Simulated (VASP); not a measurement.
Wanted: the native input for a VASP 6.6.1 run.

| Item | Value |
| --- | --- |
| Task | single point |
| Functional | PBE |
| Potentials or basis | VASP PAW PBE potentials, release 64 (Hg, O) |
| Cutoff | 520 eV |
| k mesh | 7 × 7 × 7 |
| Occupations | fermi-dirac, width 0.0612256 eV |
| Spin | no spin polarisation |
| Dipole correction | no |
| Further INCAR settings | ALGO = Normal; EDIFF = 1e-07; NBANDS = 53 |

The structure of Hg2O3 lies in POSCAR:

```
Hg2O3
1.0
    5.2353481848      0.0000000000      0.0000000000
    0.0000000000      5.2353481848      0.0000000000
    0.0000000000      0.0000000000      5.2353481848
Hg O
4 6
Direct
    0.2500000000      0.2500000000      0.2500000000
    0.7500000000      0.7500000000      0.2500000000
    0.7500000000      0.2500000000      0.7500000000
    0.2500000000      0.7500000000      0.7500000000
    0.5000000000      0.0000000000      0.0000000000
    0.0000000000      0.5000000000      0.0000000000
    0.0000000000      0.0000000000      0.5000000000
    0.5000000000      0.5000000000      0.0000000000
    0.5000000000      0.0000000000      0.5000000000
    0.0000000000      0.5000000000      0.5000000000
```

These files were run (other wordings do the same):

INCAR

```
SYSTEM = Hg2O3
PREC = Accurate
ENCUT = 520
EDIFF = 1E-7
ISMEAR = -1
SIGMA = 0.06122561905347299
LREAL = .FALSE.
LASPH = .TRUE.
NELM = 100
ALGO = Normal
ISIF = 2
LWAVE = .FALSE.
LCHARG = .FALSE.
GGA = PE
NBANDS = 53
```

KPOINTS

```
regular mesh
0
G
  7 7 7
  0 0 0
```

Potentials or basis: VASP PAW PBE potentials, release 64 (Hg, O).

Run with:

```console
$ cat potpaw_PBE.64/Hg/POTCAR potpaw_PBE.64/O/POTCAR > POTCAR
$ mpirun -np 1 vasp_std > vasp.out
```

It gave:

```json
{"Pressure": "9.0 GPa", "Band gap on the k mesh": "zero (bands 42 and 43 overlap by 0.12 eV)"}
```

Caveat: the cell stands under pressure; semilocal functionals underestimate gaps, so a narrow gap can read as zero; spin-orbit coupling is left out, which moves the levels of the heavy elements.

Run time: 63 s on 1 thread of Intel(R) Xeon(R) 6975P-C (Granite Rapids), on a shared host, peak memory 0.29 GiB.
